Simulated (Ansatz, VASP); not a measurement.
One calculation of AlN, two programs

```
Al N
1.0
     3.11100    0.00000    0.00000
    -1.55550    2.69421   -0.13471
     0.00000   -0.24890    4.97800
Al N
2 2
Direct
  0.33333 0.66667 0.00000
  0.66667 0.33333 0.50000
  0.33333 0.66667 0.38500
  0.66667 0.33333 0.88500
```

Change from the starting cell: strain -0.1000 x Voigt [0, 0, 0, 1, 0, 0], atoms carried along.

Alike in both runs: task single point; functional PBE; k mesh 12 × 12 × 6; occupations gaussian, width 0.05 eV; no spin polarisation.

|  | VASP | Ansatz |
| --- | --- | --- |
| version | VASP 6.6.1 | Ansatz 0.2.0 |
| potentials or method | VASP PAW PBE potentials, release 64 (Al, N), cutoff 520 eV | scalar-relativistic, plane waves, PAW |
| valence electrons in the cell | 16 | 16 |

|  | VASP | Ansatz | Ansatz less VASP |
| --- | --- | --- | --- |
| gap on the k mesh at the Fermi level (eV) | 3.89 | 3.88 | -0.009 |
| least direct gap on the mesh (eV) | 3.89 | 3.88 | -0.009 |
| pressure (GPa) | 4.5 | 4.8 | +0.26 |
| traceless stress, the component that is largest in VASP (GPa) | 12.92 | 12.84 | -0.074 |
| rms of the force components (eV/Å) | 0.357 | 0.355 | -0.0017 |

Atom by atom the forces differ by 0.002 eV/Å (rms over components).
